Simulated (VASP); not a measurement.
Wanted: the native input for a VASP 6.6.1 run.

```
Task                   : relaxation of cell and atoms
Functional             : PBE
Potentials or basis    : VASP PAW PBE potentials, release 64 (Al, W_sv, O)
Cutoff                 : 600 eV
k mesh                 : 4 × 4 × 4
Occupations            : gaussian, width 0.1 eV
Spin                   : no spin polarisation
Dipole correction      : no
Further INCAR settings : ALGO = Normal; EDIFF = 1e-07; IBRION = 2; EDIFFG = -0.04; NSW = 90; ISIF = 3
```

The structure of Al2W2O lies in POSCAR:

```
Al2W2O
1.0
    4.5474382500      0.0000000000      0.0000000000
    0.0000000000      4.5474382500      0.0000000000
    0.0000000000      0.0000000000      3.8833712300
Al W O
2 2 1
Direct
    0.5000000000      0.5000000000      0.0000000000
    0.5000000000      0.5000000000      0.5000000000
    0.0000000000      0.5000000000      0.0000000000
    0.5000000000      0.0000000000      0.0000000000
    0.0000000000      0.0000000000      0.0000000000
```

One way to write it, as run:

INCAR

```
PREC = Accurate
ENCUT = 600
EDIFF = 1E-7
ISMEAR = 0
SIGMA = 0.1
LREAL = F
LASPH = T
NELM = 60
ALGO = Normal
ISIF = 3
LWAVE = F
LCHARG = F
GGA = PE
IBRION = 2
NSW = 90
EDIFFG = -0.04
```

KPOINTS

```
regular mesh
0
Gamma
  4 4 4
```

Potentials or basis: VASP PAW PBE potentials, release 64 (Al, W_sv, O).

Run with:

```console
$ cat potpaw_PBE.64/Al/POTCAR potpaw_PBE.64/W_sv/POTCAR potpaw_PBE.64/O/POTCAR > POTCAR
$ mpirun -np 1 vasp_std > vasp.out
```

It gave:

```yaml
Relaxed_volume: 19.73 Å³/atom
Relaxed_cell: a = 4.546 Å, b = 4.546 Å, c = 4.775 Å, α = 90.00°, β = 90.00°, γ = 90.00°
Space_group_after_relaxing_to_0.05_Å: P4/mmm (No. 123)
Energy_gained_by_relaxing: 487.1 meV/atom
Ionic_steps: 8
Pressure_after_relaxing: 0.1 GPa
Band_gap_on_the_k_mesh: zero (band 20 reaches 6.22 eV, above the bottom of band 21 at 5.08 eV)
```

Caveat: the k points lie up to 0.35 Å⁻¹ apart in the final cell; the volume moved by over 15 % at a fixed basis, so the end points are rough; spin-orbit coupling is left out, which moves the levels of the heavy elements.

Run time: 3.9 min on 1 thread of Intel(R) Xeon(R) Platinum 8259CL CPU @ 2.50GHz (Skylake/Cascade Lake), on a shared host, peak memory 0.22 GiB.
